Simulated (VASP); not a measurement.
Here is a VASP 6.6.1 calculation.

Contents of INCAR:

```
SYSTEM = GeSb4Te7
ALGO     = Fast           ! electronic algorithm
EDIFF    = 1E-6           ! SCF threshold, eV
ENCUT    = 520            ! plane-wave cutoff, eV
GGA      = PS             ! functional
ISIF     = 2              ! what is computed and relaxed
ISMEAR   = 0              ! smearing method
LASPH    = .True.         ! aspherical terms in the spheres
LCHARG   = .False.        ! write CHGCAR
LREAL    = .False.        ! projectors in reciprocal space
LWAVE    = .False.        ! write WAVECAR
NBANDS   = 50             ! bands
NELM     = 100            ! most SCF steps
PREC     = Accurate       ! precision mode
SIGMA    = 0.01           ! smearing width, eV
```

Contents of KPOINTS:

```
k-points
0
Gamma
  12 12 2
  0 0 0
```

The input POSCAR:

```
GeSb4Te7
1.0
    4.1733369974      0.0000000000      0.0000000000
   -2.0866684987      3.6142158583      0.0000000000
    0.0000000000      0.0000000000     22.7511916502
Ge Sb Te
1 4 7
Direct
    0.0000000000      0.0000000000      0.5000000000
    0.6666666667      0.3333333333      0.9147517180
    0.3333333333      0.6666666667      0.3426987415
    0.3333333333      0.6666666667      0.0852482820
    0.6666666667      0.3333333333      0.6573012585
    0.3333333333      0.6666666667      0.8389077791
    0.6666666667      0.3333333333      0.1610922209
    0.0000000000      0.0000000000      0.7329502181
    0.6666666667      0.3333333333      0.4286320257
    0.3333333333      0.6666666667      0.5713679743
    0.0000000000      0.0000000000      0.0000000000
    0.0000000000      0.0000000000      0.2670497819
```

Potentials or basis: VASP PAW PBE potentials, release 64 (Ge_d, Sb, Te).

The run is started by

```console
$ cat potpaw_PBE.64/Ge_d/POTCAR potpaw_PBE.64/Sb/POTCAR potpaw_PBE.64/Te/POTCAR > POTCAR
$ mpirun -np 1 vasp_std > vasp.out
```

Question: What does it give for the band gap on the k mesh?

Answer: Zero (filled and empty bands touch).

Question: Estimate the pressure.

Answer: 3.4 GPa.

Forces in eV/Å, atoms in the order of the input:
```
Ge   0.000  0.000  0.000
Sb   0.000  0.000  0.031
Sb   0.000  0.000  0.033
Sb   0.000  0.000 -0.031
Sb   0.000  0.000 -0.033
Te   0.000  0.000 -0.040
Te   0.000  0.000  0.040
Te   0.000  0.000  0.040
Te   0.000  0.000 -0.002
Te   0.000  0.000  0.002
Te   0.000  0.000  0.000
Te   0.000  0.000 -0.040
```

Caveat: the cell stands under pressure; the PAW data sets were made with another functional, which shifts forces and pressure a little; spin-orbit coupling is left out, which moves the levels of the heavy elements.
